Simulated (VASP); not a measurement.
B4N3: single point with PBE

Crystal: B4N3.

```
B N
1.0
     3.60569    0.00000    0.00000
     0.00000    3.60569    0.00000
     0.00000    0.00000    3.60569
B N
4 3
Direct
  0.73866 0.26134 0.73866
  0.26134 0.73866 0.73866
  0.73866 0.73866 0.26134
  0.26134 0.26134 0.26134
  0.50000 0.50000 0.00000
  0.50000 0.00000 0.50000
  0.00000 0.50000 0.50000
```

| Property | Result |
| --- | --- |
| Program | VASP 6.6.1 |
| Task | single point |
| Functional | PBE |
| Potentials or basis | VASP PAW PBE potentials, release 64 (B, N) |
| Cutoff | 520 eV |
| k mesh | 6 × 6 × 6 |
| Occupations | gaussian, width 0.2 eV |
| Spin | no spin polarisation |

```
Pressure      : 0.2 GPa
Largest force : 0.006 eV/Å
```

Forces in eV/Å, atoms in the order of the input:
```
B   -0.003  0.003 -0.003
B    0.003 -0.003 -0.003
B   -0.003 -0.003  0.003
B    0.003  0.003  0.003
N    0.000  0.000  0.000
N    0.000  0.000  0.000
N    0.000  0.000  0.000
```

Levels at points of the mesh, in eV from the Fermi level:
```
           k point  band 11  band 12  band 13  band 14  band 15  band 16
(0.00, 0.00, 0.00)    -6.52    -6.52    -6.52     2.26     2.26     2.32
(0.50, 0.00, 0.00)    -7.14    -7.14    -2.60    -1.28     1.77     1.77
(0.50, 0.50, 0.00)    -6.69    -5.86    -3.27    -0.41     1.44     1.44
(0.50, 0.50, 0.50)    -5.79    -5.79    -5.79     2.82     2.82     2.82
```

Run time: 12 s on 1 thread of Intel(R) Xeon(R) Platinum 8488C (Sapphire Rapids), with other jobs on the host, peak memory 0.15 GiB.
